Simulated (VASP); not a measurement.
Write the native input for VASP 6.6.1 that does the following.

| Quantity | Value |
| --- | --- |
| Task | single point |
| Functional | PBE |
| Potentials or basis | VASP PAW PBE potentials, release 64 (Rb_sv, Ru_pv) |
| Cutoff | 520 eV |
| k mesh | 12 × 12 × 8 |
| Occupations | gaussian, width 0.1 eV |
| Spin | no spin polarisation |
| Dipole correction | no |
| Further INCAR settings | ALGO = Fast; EDIFF = 1e-06; NBANDS = 26 |

The structure of RbRu2 lies in POSCAR:

```
RbRu2
1.0
    4.0339477976      0.0000000000      0.0000000000
   -2.0169738988      3.4935012702      0.0000000000
    0.0000000000      0.0000000000      6.0177870846
Rb Ru
1 2
Direct
    0.0000000000      0.0000000000      0.0000000000
    0.3333333333      0.6666666667      0.5000000000
    0.6666666667      0.3333333333      0.5000000000
```

One way to write it, as run:

INCAR

```
SYSTEM = RbRu2
  PREC = Accurate
  ENCUT = 520
  EDIFF = 1E-6
  ISMEAR = 0
  SIGMA = 0.1
  LREAL = .False.
  LASPH = .True.
  NELM = 100
  ALGO = Fast
  ISIF = 2
  LWAVE = .False.
  LCHARG = .False.
  GGA = PE
  NBANDS = 26
```

KPOINTS

```
regular mesh
0
Gamma
  12 12 8
  0 0 0
```

Potentials or basis: VASP PAW PBE potentials, release 64 (Rb_sv, Ru_pv).

Command:

```sh
$ cat potpaw_PBE.64/Rb_sv/POTCAR potpaw_PBE.64/Ru_pv/POTCAR > POTCAR
$ mpirun -np 1 vasp_std > vasp.out
```

Results of the run:

```
Pressure : 0.1 GPa
```

Wall time 120 s on 1 thread of Intel(R) Xeon(R) 6975P-C (Granite Rapids), with other jobs on the host, peak memory 0.32 GiB.
